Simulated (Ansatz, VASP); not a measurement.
# Two plane-wave programs on BeTe

```
Be Te
1.0
     3.06965    0.00000    0.00000
    -1.53482    2.65839    0.00000
     0.00000    0.00000    5.01273
Be Te
1 1
Direct
  0.66667 0.33333 0.50000
  0.33333 0.66667 0.00000
```

Alike in both runs: task relaxation of cell and atoms; functional PBE; k mesh 24 × 24 × 12; occupations gaussian, width 0.1 eV; no spin polarisation.

```csv
,VASP,Ansatz
version,VASP 6.6.1,Ansatz 0.2.0
potentials or method,"VASP PAW PBE potentials, release 64 (Be, Te), cutoff 600 eV","scalar-relativistic, plane waves, PAW"
valence electrons in the cell,8,18
```

```csv
,VASP,Ansatz,Ansatz less VASP
"gap on the k mesh at the Fermi level, each at its own relaxed structure (eV)",none,none,-
relaxed volume (Å³/atom),20.15,20.13,-0.020
relaxed cell length with the largest relative difference (Å),3.361,3.359,-0.0018
```

A gap of «none» marks a metal or a gap that the smearing closes. VASP's potentials hold 8 valence electrons a cell and Ansatz's 18, so a difference there can come from the potentials and not from the codes.

Neither program's run includes spin-orbit coupling.
